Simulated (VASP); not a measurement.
# DyBe2F2 (P6/mmm) in VASP: a series of runs

The runs below take DyBe2F2 through single point, with PBE.

Program: VASP 6.6.1. These are calculated values, not measurements. Logs are shortened: lines on timing, memory, paths and dates and some standing lists are left out, and cuts for length are marked.

### 1 The cell of the first run

It takes space group P6/mmm (No. 191, hexagonal). Conventional cell: a = 3.773 Å, b = 3.773 Å, c = 5.296 Å, α = 90.00°, β = 90.00°, γ = 120.00°. Within 2.3 Å of Dy (site symmetry 6/mmm) lie 2 Be at 1.70 Å and 6 F at 2.18 Å. Be (site symmetry 6mm) has 1 Dy at 1.70 Å and 1 Be at 1.90 Å within 2.3 Å. F (site symmetry -6m2) has 3 Dy at 2.18 Å and 3 F at 2.18 Å and 6 Be at 2.76 Å within 2.9 Å.

The cell was built from a structure type or drawn by symmetry, and may not be a known phase.

### 2 Single point, PBE

INCAR

```
SYSTEM = DyBe2F2
ALGO = Normal
EDIFF = 1E-6
ENCUT = 600
GGA = PE
GGA_COMPAT = .False.
ISIF = 2
ISMEAR = 0
LASPH = .True.
LCHARG = .True.
LELF = .True.
LMAXMIX = 6
LREAL = .False.
LVHAR = .True.
LWAVE = .False.
NBANDS = 22
NELM = 200
PREC = Accurate
SIGMA = 0.1
```

KPOINTS

```
k-points
0
Gamma
  6 6 4
  0 0 0
```

POSCAR

```
DyBe2F2
1.0
    3.7731273400      0.0000000000      0.0000000000
   -1.8865636700      3.2676241300      0.0000000000
    0.0000000000      0.0000000000      5.2963814600
Dy Be F
1 2 2
Direct
    0.0000000000      0.0000000000      0.5000000000
    0.0000000000      0.0000000000      0.8203660300
    0.0000000000      0.0000000000      0.1796339700
    0.3333333300      0.6666666700      0.5000000000
    0.6666666700      0.3333333300      0.5000000000
```

Potentials or basis: VASP PAW PBE potentials, release 64 (Dy_3, Be, F), 4f in core.

The run is started by

```
$ cat potpaw_PBE.64/Dy_3/POTCAR potpaw_PBE.64/Be/POTCAR potpaw_PBE.64/F/POTCAR > POTCAR
$ mpirun -np 1 vasp_std > vasp.out
```

OUTCAR:

```text
SYSTEM = DyBe2F2
   EDIFF = 1E-6
   ENCUT = 600
   GGA = PE
   ISIF = 2
   ISMEAR = 0
   LASPH = .True.
   LREAL = .False.
   NELM = 200
   PREC = Accurate

 ion  position               nearest neighbor table
   1  0.000  0.000  0.500-   2 1.70   3 1.70   4 2.18   5 2.18   5 2.18   4 2.18   5 2.18   4 2.18

   2  0.000  0.000  0.820-   1 1.70   3 1.90
   3  0.000  0.000  0.180-   1 1.70   2 1.90
   4  0.333  0.667  0.500-   1 2.18   1 2.18   1 2.18
   5  0.667  0.333  0.500-   1 2.18   1 2.18   1 2.18

  LATTYP: Found a hexagonal cell.
 ALAT       =     3.7731273400
 C/A-ratio  =     1.4037112938

  Lattice vectors:

 A1 = (   3.7731273400,   0.0000000000,   0.0000000000)
 A2 = (  -1.8865636700,   3.2676241300,   0.0000000000)
 A3 = (   0.0000000000,   0.0000000000,   5.2963814600)

Analysis of symmetry for initial positions (statically):
=====================================================================
 Subroutine PRICEL returns:
 Original cell was already a primitive cell.

 Routine SETGRP: Setting up the symmetry group for a
 hexagonal supercell.

 Subroutine GETGRP returns: Found 24 space group operations
 (whereof 24 operations were pure point group operations)
 out of a pool of 24 trial point group operations.

The static configuration has the point symmetry D_6h.

Analysis of symmetry for dynamics (positions and initial velocities):
=====================================================================
 Subroutine PRICEL returns:
 Original cell was already a primitive cell.

 Routine SETGRP: Setting up the symmetry group for a
 hexagonal supercell.

 Subroutine GETGRP returns: Found 24 space group operations
 (whereof 24 operations were pure point group operations)
 out of a pool of 24 trial point group operations.

The dynamic configuration has the point symmetry D_6h.

 Subroutine INISYM returns: Found 24 space group operations
 (whereof 24 operations are pure point group operations),
 and found     1 'primitive' translations

----------------------------------------------------------------------------------------

                                     Primitive cell

  volume of cell :      65.2999

  direct lattice vectors                    reciprocal lattice vectors
     3.773127340  0.000000000  0.000000000     0.265032136  0.153016375  0.000000000
    -1.886563670  3.267624130  0.000000000     0.000000000  0.306032750  0.000000000
     0.000000000  0.000000000  5.296381460     0.000000000  0.000000000  0.188808153

  length of vectors
     3.773127340  3.773127342  5.296381460     0.306032751  0.306032750  0.188808153

  position of ions in fractional coordinates (direct lattice)
     0.000000000  0.000000000  0.500000000
     0.000000000  0.000000000  0.820366030
     0.000000000  0.000000000  0.179633970
     0.333333330  0.666666670  0.500000000
     0.666666670  0.333333330  0.500000000

  ion indices of the primitive-cell ions
   primitive index   ion index
                 1           1
                 2           2
                 3           3
                 4           4
                 5           5

----------------------------------------------------------------------------------------

 KPOINTS: k-points

Automatic generation of k-mesh.
 Grid dimensions read from file:
 generate k-points for:    6    6    4

 Generating k-lattice:

  Cartesian coordinates                     Fractional coordinates (reciprocal lattice)
     0.044172023  0.025502729  0.000000000     0.166666667  0.000000000  0.000000000
     0.000000000  0.051005458  0.000000000     0.000000000  0.166666667  0.000000000
     0.000000000  0.000000000  0.047202038     0.000000000  0.000000000  0.250000000

  Length of vectors
     0.051005458  0.051005458  0.047202038

  Shift w.r.t. Gamma in fractional coordinates (k-lattice)
     0.000000000  0.000000000  0.000000000

 Subroutine IBZKPT returns following result:
 ===========================================

 Found     21 irreducible k-points:

 Following reciprocal coordinates:
            Coordinates               Weight
  0.000000  0.000000  0.000000      1.000000
  0.166667  0.000000  0.000000      6.000000
  0.333333 -0.000000  0.000000      6.000000
  0.500000 -0.000000  0.000000      3.000000
  0.166667  0.166667  0.000000      6.000000
  0.333333  0.166667  0.000000     12.000000
[... 13 lines left out ...]
  0.333333  0.166667  0.500000     12.000000
  0.333333  0.333333  0.500000      2.000000
   k-points           NKPTS =     21   k-points in BZ     NKDIM =     21   number of bands    NBANDS=     22
   number of dos      NEDOS =    301   number of ions     NIONS =      5
   total plane-waves  NPLWV =  37800
   dimension x,y,z NGX =    30 NGY =   30 NGZ =   42
   dimension x,y,z NGXF=    60 NGYF=   60 NGZF=   84
   ions per type =               1   2   2
   NGX,Y,Z   is equivalent  to a cutoff of  13.22, 13.22, 13.18 a.u.
   NGXF,Y,Z  is equivalent  to a cutoff of  26.44, 26.44, 26.37 a.u.
 SYSTEM =  DyBe2F2
   PREC   = accura    normal or accurate (medium, high low for compatibility)
   ISTART =      0    job   : 0-new  1-cont  2-samecut
   ICHARG =      2    charge: 1-file 2-atom 10-const
   ISPIN  =      1    spin polarized calculation?
   LNONCOLLINEAR =      F non collinear calculations
   LSORBIT =      F    spin-orbit coupling
   LASPH  =      T    aspherical Exc in radial PAW
   ENCUT  =  600.0 eV  44.10 Ry    6.64 a.u.   7.54  7.54 10.58*2*pi/ulx,y,z
   NELM   =    200;   NELMIN=  2; NELMDL= -5     # of ELM steps
   EDIFF  = 0.1E-05   stopping-criterion for ELM
   LREAL  =      F    real-space projection
   EDIFFG = 0.1E-04   stopping-criterion for IOM
   NSW    =      0    number of steps for IOM
   IBRION =     -1    ionic relax: 0-MD 1-quasi-New 2-CG
   NFREE  =      0    steps in history (QN), initial steepest desc. (CG)
   ISIF   =      2    stress and relaxation
   ISYM   =      2    0-nonsym 1-usesym 2-fastsym
   POTIM  = 0.5000    time-step for ionic-motion
   TEBEG  =    0.0;   TEEND  =   0.0 temperature during run
   PSTRESS=    0.0 pullay stress
   NELECT =      27.0000    total number of electrons
   NUPDOWN=      -1.0000    fix difference up-down
   EMIN   =  10.00;   EMAX   =-10.00  energy-range for DOS
   EFERMI =   0.00;   METHOD = LEGACY
   ISMEAR =     0;   SIGMA  =   0.10  broadening in eV -4-tet -1-fermi 0-gaus
   EFERMI_NEDOS =   21; number of points for ismear=-14 and -15
   IALGO  =     38    algorithm
   IMIX   =      4    mixing-type and parameters
     AMIX     =   0.40;   BMIX     =  1.00
     AMIX_MAG =   1.60;   BMIX_MAG =  1.00
  volume/ion in A,a.u.               =      13.06        88.13
  Fermi-wavevector in a.u.,A,eV,Ry     =   1.219622  2.304751 20.238355  1.487477
  Thomas-Fermi vector in A             =   2.354867
   LORBIT       =      0    0 simple, 1 ext, 2 COOP (PROOUT), +10 PAW based schemes
   GGA     = PE    functional components
   LHFCALC =     F    Hartree Fock is set to
   AEXX    =    0.0000 exact exchange contribution
   IVDW    =     0    specifies the selected vdW correction
   LEPSILON=     F    determine dielectric tensor
   LRPA    =     F    only Hartree local field effects (RPA)
 non-spin polarized calculation
 Gauss-broadening in eV      SIGMA  =   0.10
  energy-cutoff  :      600.00
  volume of cell :       65.30
 maximum number of plane-waves:      2196
   NGX = 15   NGY = 15   NGZ = 21

 number of electron      27.0000026 magnetization

 Free energy of the ion-electron system (eV)
  ---------------------------------------------------
  ext. energy  EPLUGINS =         0.00000000
  ---------------------------------------------------
  free energy    TOTEN  =        -8.84509472 eV

  energy without entropy =       -8.81265513  energy(sigma->0) =       -8.82887492

 E-fermi :   2.6978     XC(G=0):  -9.7551

 val. band max:        2.6563148172   @ k =   0.3333  -0.0000   0.2500
 cond. band min:       2.7392355000   @ k =   0.5000  -0.0000   0.2500
 fundamental gap:      0.0829206828
 Fermi energy:         2.6978169603

 k-point     1 :       0.0000    0.0000    0.0000
  band No.  band energies     occupation
      1     -22.6572      2.00000
      2     -21.8841      2.00000
      3     -20.7049      2.00000
      4     -19.5742      2.00000
      5     -19.5742      2.00000
      6      -5.8683      2.00000
[... 14 lines left out ...]
     21      12.0917      0.00000
     22      14.0808      0.00000

 k-point     2 :       0.1667    0.0000    0.0000
  band No.  band energies     occupation
      1     -23.0014      2.00000
      2     -21.8699      2.00000
      3     -20.8983      2.00000
      4     -19.6256      2.00000
      5     -18.9909      2.00000
      6      -5.4865      2.00000
[... 14 lines left out ...]
     21      11.9732      0.00000
     22      14.0598      0.00000

 k-point     3 :       0.3333   -0.0000    0.0000
  band No.  band energies     occupation
      1     -23.4753      2.00000
      2     -21.8412      2.00000
      3     -21.3194      2.00000
      4     -19.7257      2.00000
      5     -17.9101      2.00000
      6      -4.5344      2.00000
[... 14 lines left out ...]
     21      12.0067      0.00000
     22      13.7390      0.00000
[... 401 lines left out ...]
 k-point    20 :       0.3333    0.1667    0.5000
  band No.  band energies     occupation
      1     -23.4741      2.00000
      2     -22.0840      2.00000
      3     -21.8295      2.00000
      4     -19.0531      2.00000
      5     -17.7037      2.00000
      6      -5.1465      2.00000
[... 14 lines left out ...]
     21      10.6477      0.00000
     22      11.8041      0.00000

 k-point    21 :       0.3333    0.3333    0.5000
  band No.  band energies     occupation
      1     -22.9928      2.00000
      2     -22.9928      2.00000
      3     -21.8223      2.00000
      4     -18.1212      2.00000
      5     -18.1212      2.00000
      6      -5.6809      2.00000
[... 14 lines left out ...]
     21       9.7010      0.00000
     22      11.8013      0.00000

------------------------ aborting loop because EDIFF is reached ----------------------------------------

  FORCE on cell =-STRESS in cart. coord.  units (eV):
  Direction    XX          YY          ZZ          XY          YZ          ZX
  --------------------------------------------------------------------------------------
  -------------------------------------------------------------------------------------
  Total       10.9162614     10.9162614     51.4141643      0.0000000      0.0000000      0.0000000
  in kB      267.8376922    267.8376925   1261.4805239      0.0000000      0.0000000      0.0000000
  external PRESSURE =     599.0519695 kB  Pullay stress =       0.0000000 kB

 VOLUME and BASIS-vectors are now :
 -----------------------------------------------------------------------------
  energy-cutoff  :      600.00
  volume of cell :       65.30
      direct lattice vectors                 reciprocal lattice vectors
     3.773127340  0.000000000  0.000000000     0.265032136  0.153016375  0.000000000
    -1.886563670  3.267624130  0.000000000     0.000000000  0.306032750  0.000000000
     0.000000000  0.000000000  5.296381460     0.000000000  0.000000000  0.188808153

 POSITION                                       TOTAL-FORCE (eV/Angst)
 -----------------------------------------------------------------------------------
      0.00000      0.00000      2.64819         0.000000      0.000000      0.000000
      0.00000      0.00000      4.34497         0.000000     -0.000000     14.376402
      0.00000      0.00000      0.95141         0.000000      0.000000    -14.376402
     -0.00000      2.17842      2.64819        -0.000000     -0.000000      0.000000
      1.88656      1.08921      2.64819        -0.000000      0.000000      0.000000
 -----------------------------------------------------------------------------------
    total drift:                               -0.000000      0.000000      0.000000

  FREE ENERGIE OF THE ION-ELECTRON SYSTEM (eV)
  ---------------------------------------------------
  free  energy   TOTEN  =        -8.8450947193 eV

  energy  without entropy=       -8.8126551278  energy(sigma->0) =       -8.82887492
```

Wall time 36 s (1 thread of Intel Xeon Platinum 8488C (Sapphire Rapids), shared host); peak memory 0.21 GiB.

What came out:

```yaml
Free_energy: -8.8451 eV
Pressure: 59.9 GPa
Largest_force: 14.376 eV/Å
Band_gap_on_the_k_mesh: zero (an odd number of electrons rules out a gap without spin polarisation)
```

Forces on the atoms (eV/Å):
```
Dy    0.000   0.000   0.000
Be    0.000   0.000  14.376
Be    0.000   0.000 -14.376
F     0.000   0.000   0.000
F     0.000   0.000   0.000
```

Stress tensor (GPa, compression positive):
```
 26.78   0.00   0.00
  0.00  26.78   0.00
  0.00   0.00 126.15
```

Levels at points of the mesh, in eV from the Fermi level:
```
           k point  band 9  band 10  band 11  band 12  band 13  band 14  band 15  band 16  band 17  band 18
(0.00, 0.00, 0.00)   -4.59    -4.26    -3.53    -3.53     0.39     0.86     0.86     3.96     4.00     4.00
(0.50, 0.00, 0.00)   -5.34    -4.80    -4.74    -2.43    -0.19     0.30     0.69     1.25     3.07     5.54
(0.00, 0.00, 0.50)   -4.60    -3.53    -3.53    -3.02    -1.58     0.13     0.13     5.43     7.10     7.10
(0.50, 0.00, 0.50)   -5.39    -4.80    -4.74    -1.82    -0.66    -0.51    -0.44     3.54     5.99     6.12
```

Caveat: atoms lie so close that the PAW spheres overlap strongly, which falsifies energies and pressures; the cell stands under pressure; spin-orbit coupling is left out, which moves the levels of the heavy elements; the 4f electrons are frozen in the core, so they carry no moment and show no levels; an odd number of electrons without spin polarisation forces a metal; a magnetic or distorted state may lie lower; the run has no spin polarisation, though such a crystal can be magnetic. With open d or f shells a metallic result of PBE can be an artefact of self-interaction; +U or a hybrid may open a gap.

### 3 Single point, PBE

This run uses another cell than the first one, of 22.09 Å³/atom.

INCAR

```
PREC = Accurate ; ENCUT = 600
EDIFF = 1E-6 ; ISMEAR = 0
SIGMA = 0.1 ; LREAL = F
LASPH = T ; NELM = 200
ALGO = Normal ; ISIF = 2
LWAVE = F ; LCHARG = F
GGA = PE ; NBANDS = 22
GGA_COMPAT = F ; LMAXMIX = 6
```

KPOINTS

```
Automatic mesh
0
Gamma
  6 6 4
```

POSCAR

```
DyBe2F2
1.0
    3.9858959891      0.0000000000      0.0000000000
   -1.9929479946      3.4518871834      0.0000000000
    0.0000000000      0.0000000000      8.0259765484
Dy Be F
1 2 2
Direct
    0.0000000000      0.0000000000      0.5000000000
    0.0000000000      0.0000000000      0.8679685501
    0.0000000000      0.0000000000      0.1320314499
    0.3333333333      0.6666666667      0.5000000000
    0.6666666667      0.3333333333      0.5000000000
```

Potentials or basis: VASP PAW PBE potentials, release 64 (Dy_3, Be, F), 4f in core.

The run is started by

```
$ cat potpaw_PBE.64/Dy_3/POTCAR potpaw_PBE.64/Be/POTCAR potpaw_PBE.64/F/POTCAR > POTCAR
$ mpirun -np 1 vasp_std > vasp.out
```

Run time: 51 s. Hardware: 1 thread of Intel Xeon Platinum 8488C (Sapphire Rapids), shared host; peak memory 0.28 GiB.

Results (log left out):

| Quantity | Value |
| --- | --- |
| Free energy | -21.0286 eV |
| Pressure | 0.2 GPa |
| Largest force | 0.022 eV/Å |
| Band gap on the k mesh | zero (an odd number of electrons rules out a gap without spin polarisation) |

Forces on the atoms (eV/Å):
```
Dy   0.000  0.000  0.000
Be   0.000  0.000 -0.022
Be   0.000  0.000  0.022
F    0.000  0.000  0.000
F    0.000  0.000  0.000
```

Stress tensor (GPa, compression positive):
```
 0.37  0.00  0.00
 0.00  0.37  0.00
 0.00  0.00 -0.01
```

Levels at points of the mesh, in eV from the Fermi level:
| k point | band 10 | band 11 | band 12 | band 13 | band 14 | band 15 | band 16 | band 17 | band 18 | band 19 |
| --- | --- | --- | --- | --- | --- | --- | --- | --- | --- | --- |
| (0.00, 0.00, 0.00) | -4.49 | -4.49 | -4.47 | -1.43 | -1.05 | 3.21 | 3.21 | 3.65 | 3.65 | 5.26 |
| (0.50, 0.00, 0.00) | -5.32 | -5.25 | -2.85 | -0.50 | -0.24 | 0.01 | 1.58 | 2.54 | 2.70 | 4.54 |
| (0.00, 0.00, 0.50) | -4.49 | -4.49 | -4.18 | -2.71 | 0.59 | 2.83 | 2.83 | 4.18 | 4.52 | 4.52 |
| (0.50, 0.00, 0.50) | -5.32 | -5.25 | -2.66 | -1.31 | -0.45 | 1.35 | 1.77 | 2.01 | 3.60 | 3.87 |

Caveat: spin-orbit coupling is left out, which moves the levels of the heavy elements; the 4f electrons are frozen in the core, so they carry no moment and show no levels; an odd number of electrons without spin polarisation forces a metal; a magnetic or distorted state may lie lower; the run has no spin polarisation, though such a crystal can be magnetic. Spin polarisation is off, so any magnetic state and its effect on volume and gap are missing.
